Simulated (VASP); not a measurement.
# C (P4/mmm) in VASP: a series of runs

C is run at these levels: PBE0, PBEsol-based global hybrid, B3LYP; tasks: single point.

Program: VASP 6.6.1. These are calculated values, not measurements. Logs are shortened: lines on timing, memory, paths and dates and some standing lists are left out, and cuts for length are marked.

**1. The cell of the first run**

Symmetry: P4/mmm, No. 123, tetragonal system. Conventional cell: a = 4.292 Å, b = 4.292 Å, c = 1.270 Å, α = 90.00°, β = 90.00°, γ = 90.00°. C (site symmetry 4/mmm) has 2 C at 1.27 Å within 1.7 Å.

**2. Single point, PBE0**

POSCAR reads:

```
C
1.0
    4.2921014205      0.0000000000      0.0000000000
    0.0000000000      4.2921014205      0.0000000000
    0.0000000000      0.0000000000      1.2697385850
C
1
Direct
    0.5000000000      0.5000000000      0.5000000000
```

INCAR.step1 reads:

```
ALGO = Normal
EDIFF = 1E-5
ENCUT = 520
GGA = PE
ISIF = 2
ISMEAR = -1
LASPH = True
LCHARG = False
LREAL = False
LWAVE = True
NBANDS = 8
NELM = 60
PREC = Accurate
SIGMA = 0.05
```

INCAR.step2 reads:

```
AEXX = 0.25
ALGO = Normal
EDIFF = 1E-7
ENCUT = 520
GGA = PE
ISIF = 2
ISMEAR = -1
ISTART = 1
LASPH = True
LCHARG = False
LHFCALC = True
LREAL = False
LWAVE = False
NBANDS = 8
NELM = 60
PREC = Accurate
PRECFOCK = Normal
SIGMA = 0.05
```

KPOINTS reads:

```
k-points
0
Gamma
  3 3 10
```

Potentials or basis: VASP PAW PBE potentials, release 64 (C).

Run with:

```console
> cat potpaw_PBE.64/C/POTCAR > POTCAR
> cp INCAR.step1 INCAR
> mpirun -np 1 vasp_std > vasp.out
> cp INCAR.step2 INCAR
> mpirun -np 1 vasp_std > vasp.out
```

OUTCAR:

```text
AEXX = 0.25
   EDIFF = 1E-7
   ENCUT = 520
   GGA = PE
   ISIF = 2
   ISMEAR = -1
   ISTART = 1
   LASPH = True
   LHFCALC = True
   LREAL = False
   NELM = 60
   PREC = Accurate
   PRECFOCK = Normal

 ion  position               nearest neighbor table
   1  0.500  0.500  0.500-

  LATTYP: Found a simple tetragonal cell.
 ALAT       =     4.2921014205
 C/A-ratio  =     0.2958314496

  Lattice vectors:

 A1 = (   4.2921014205,   0.0000000000,   0.0000000000)
 A2 = (   0.0000000000,   4.2921014205,   0.0000000000)
 A3 = (   0.0000000000,   0.0000000000,   1.2697385850)

Analysis of symmetry for initial positions (statically):
=====================================================================
 Subroutine PRICEL returns:
 Original cell was already a primitive cell.

 Routine SETGRP: Setting up the symmetry group for a
 simple tetragonal supercell.

 Subroutine GETGRP returns: Found 16 space group operations
 (whereof 16 operations were pure point group operations)
 out of a pool of 16 trial point group operations.

The static configuration has the point symmetry D_4h.

Analysis of symmetry for dynamics (positions and initial velocities):
=====================================================================
 Subroutine PRICEL returns:
 Original cell was already a primitive cell.

 Routine SETGRP: Setting up the symmetry group for a
 simple tetragonal supercell.

 Subroutine GETGRP returns: Found 16 space group operations
 (whereof 16 operations were pure point group operations)
 out of a pool of 16 trial point group operations.

The dynamic configuration has the point symmetry D_4h.

 Subroutine INISYM returns: Found 16 space group operations
 (whereof 16 operations are pure point group operations),
 and found     1 'primitive' translations

----------------------------------------------------------------------------------------

                                     Primitive cell

  volume of cell :      23.3913

  direct lattice vectors                    reciprocal lattice vectors
     4.292101420  0.000000000  0.000000000     0.232986107  0.000000000  0.000000000
     0.000000000  4.292101420  0.000000000     0.000000000  0.232986107  0.000000000
[... 81 lines left out ...]
   NFREE  =      0    steps in history (QN), initial steepest desc. (CG)
   ISIF   =      2    stress and relaxation
   ISYM   =      3    0-nonsym 1-usesym 2-fastsym
   POTIM  = 0.5000    time-step for ionic-motion
   TEBEG  =    0.0;   TEEND  =   0.0 temperature during run
   PSTRESS=    0.0 pullay stress
   NELECT =       4.0000    total number of electrons
   NUPDOWN=      -1.0000    fix difference up-down
   EMIN   =  10.00;   EMAX   =-10.00  energy-range for DOS
   EFERMI =   0.00;   METHOD = LEGACY
   ISMEAR =    -1;   SIGMA  =   0.05  broadening in eV -4-tet -1-fermi 0-gaus
   EFERMI_NEDOS =   21; number of points for ismear=-14 and -15
   IALGO  =     38    algorithm
   IMIX   =      1    mixing-type and parameters
     AMIX     =   0.40;   BMIX     =  1.00
     AMIX_MAG =   1.60;   BMIX_MAG =  1.00
  volume/ion in A,a.u.               =      23.39       157.85
  Fermi-wavevector in a.u.,A,eV,Ry     =   0.908678  1.717153 11.234275  0.825696
  Thomas-Fermi vector in A             =   2.032633
   LORBIT       =      0    0 simple, 1 ext, 2 COOP (PROOUT), +10 PAW based schemes
   GGA     = PE    functional components
   LHFCALC =     T    Hartree Fock is set to
   PRECFOCK=normal    Normal, Fast or Accurate (Low or Medium for compatibility)
   ENCUT4O =  -1.0   cutoff for four orbital integrals eV
   NKREDX  =     1    reduce k-point grid by
   NKREDY  =     1    reduce k-point grid by
   NKREDZ  =     1    reduce k-point grid by
   AEXX    =    0.2500 exact exchange contribution
   HFSCREEN=    0.0000 screening length (either q_TF or 0.3 A-1)
   HFSCREENC=   0.0000 screening length for correlation (either q_TF or 0.3 A-1)
   ENCUTFOCK=  -1.0 apply spherical cutoff to Coloumb kernel
   IVDW    =     0    specifies the selected vdW correction
   LEPSILON=     F    determine dielectric tensor
   LRPA    =     F    only Hartree local field effects (RPA)
 non-spin polarized calculation
  energy-cutoff  :      520.00
  volume of cell :       23.39
 maximum number of plane-waves:       645
 NGX is ok and might be reduce to    32
  NGX = 28; NGY = 28; NGZ =  8

 number of electron       4.0000001 magnetization

 Free energy of the ion-electron system (eV)
  ---------------------------------------------------
  ext. energy  EPLUGINS =         0.00000000
  ---------------------------------------------------
  free energy    TOTEN  =       -10.17057289 eV

  energy without entropy =      -10.17057289  energy(sigma->0) =      -10.17057289

 E-fermi :  -3.1975     XC(G=0):  -4.6092

 val. band max:       -4.4274359282   @ k =   0.3333   0.0000   0.2000
 cond. band min:       1.1124548922   @ k =   0.3333   0.0000   0.3000
 fundamental gap:      5.5398908204
 Fermi energy:        -3.1974681291

 k-point     1 :       0.0000    0.0000    0.0000
  band No.  band energies     occupation
      1     -20.9912      2.00000
      2      -8.6304      2.00000
      3      -8.6304      2.00000
      4       2.5836      0.00000
      5       7.0019      0.00000
      6      11.5699      0.00000
      7      11.5699      0.00000
      8      12.7278      0.00000
[... 177 lines left out ...]
 k-point    18 :       0.3333    0.3333    0.5000
  band No.  band energies     occupation
      1     -12.8866      2.00000
      2       8.7587      0.00000
      3      11.5935      0.00000
      4      11.5949      0.00000
      5      22.2949      0.00000
      6      22.4990      0.00000
      7      27.6069      0.00000
      8      28.3405      0.00000

------------------------ aborting loop because EDIFF is reached ----------------------------------------

  FORCE on cell =-STRESS in cart. coord.  units (eV):
  Direction    XX          YY          ZZ          XY          YZ          ZX
  --------------------------------------------------------------------------------------
  -------------------------------------------------------------------------------------
  Total       -0.0068590     -0.0068590     -0.0055866      0.0000000      0.0000000     -0.0000000
  in kB       -0.4698050     -0.4698050     -0.3826540      0.0000000      0.0000000     -0.0000000
  external PRESSURE =      -0.4407547 kB  Pullay stress =       0.0000000 kB

 VOLUME and BASIS-vectors are now :
 -----------------------------------------------------------------------------
  energy-cutoff  :      520.00
  volume of cell :       23.39
      direct lattice vectors                 reciprocal lattice vectors
     4.292101420  0.000000000  0.000000000     0.232986107  0.000000000  0.000000000
     0.000000000  4.292101420  0.000000000     0.000000000  0.232986107  0.000000000
     0.000000000  0.000000000  1.269738585     0.000000000  0.000000000  0.787563686

 POSITION                                       TOTAL-FORCE (eV/Angst)
 -----------------------------------------------------------------------------------
      2.14605      2.14605      0.63487         0.000000      0.000000      0.000000
 -----------------------------------------------------------------------------------
    total drift:                               -0.000000     -0.000000     -0.000000

  FREE ENERGIE OF THE ION-ELECTRON SYSTEM (eV)
  ---------------------------------------------------
  free  energy   TOTEN  =       -10.1705728881 eV

  energy  without entropy=      -10.1705728881  energy(sigma->0) =      -10.17057289
```

OUTCAR.step1:

```text
EDIFF = 1E-5
   ENCUT = 520
   GGA = PE
   ISIF = 2
   ISMEAR = -1
   LASPH = True
[... 405 lines left out ...]

 POSITION                                       TOTAL-FORCE (eV/Angst)
 -----------------------------------------------------------------------------------
      2.14605      2.14605      0.63487         0.000000      0.000000      0.000000
 -----------------------------------------------------------------------------------
    total drift:                                0.000000     -0.000000      0.000000

  FREE ENERGIE OF THE ION-ELECTRON SYSTEM (eV)
  ---------------------------------------------------
  free  energy   TOTEN  =        -8.3897906812 eV

  energy  without entropy=       -8.3897906812  energy(sigma->0) =       -8.38979068
```

OSZICAR.step1:

```text
N       E                     dE             d eps       ncg     rms          rms(c)
DAV:   1     0.310837097600E+01    0.31084E+01   -0.23475E+03   312   0.403E+02
DAV:   2    -0.913421679318E+01   -0.12243E+02   -0.11314E+02   384   0.654E+01
DAV:   3    -0.930654691489E+01   -0.17233E+00   -0.17233E+00   368   0.952E+00
DAV:   4    -0.930719046505E+01   -0.64355E-03   -0.64355E-03   464   0.583E-01
DAV:   5    -0.930719059471E+01   -0.12966E-06   -0.12967E-06   376   0.740E-03    0.511E+00
DAV:   6    -0.858126472441E+01    0.72593E+00   -0.10080E+00   328   0.477E+00    0.282E+00
DAV:   7    -0.838804966441E+01    0.19322E+00   -0.80162E-01   344   0.416E+00    0.935E-01
DAV:   8    -0.839011516154E+01   -0.20655E-02   -0.87927E-03   320   0.609E-01    0.138E-01
DAV:   9    -0.838972185445E+01    0.39331E-03   -0.94979E-04   360   0.146E-01    0.861E-02
DAV:  10    -0.838981394056E+01   -0.92086E-04   -0.93428E-04   288   0.142E-01    0.708E-02
DAV:  11    -0.838979204359E+01    0.21897E-04   -0.82516E-05   368   0.442E-02    0.779E-03
DAV:  12    -0.838979068118E+01    0.13624E-05   -0.48485E-06   288   0.156E-02
   1 F= -.83897907E+01 E0= -.83897907E+01  d E =-.622323E-11
```

Wall time 39 s (1 thread of Intel Xeon Platinum 8375C at 2.90GHz (Ice Lake), shared host); peak memory 0.12 GiB.

Results:

| Property | Result |
| --- | --- |
| Free energy | -10.1706 eV |
| Pressure | 0.0 GPa |
| Band gap on the k mesh | zero (band 2 reaches 8.76 eV, above the bottom of band 3 at -8.87 eV) |

Caveat: the k points lie up to 0.49 Å⁻¹ apart; the PAW data sets were made with another functional, which shifts forces and pressure a little.

(Part 1 of 2 ends here.)
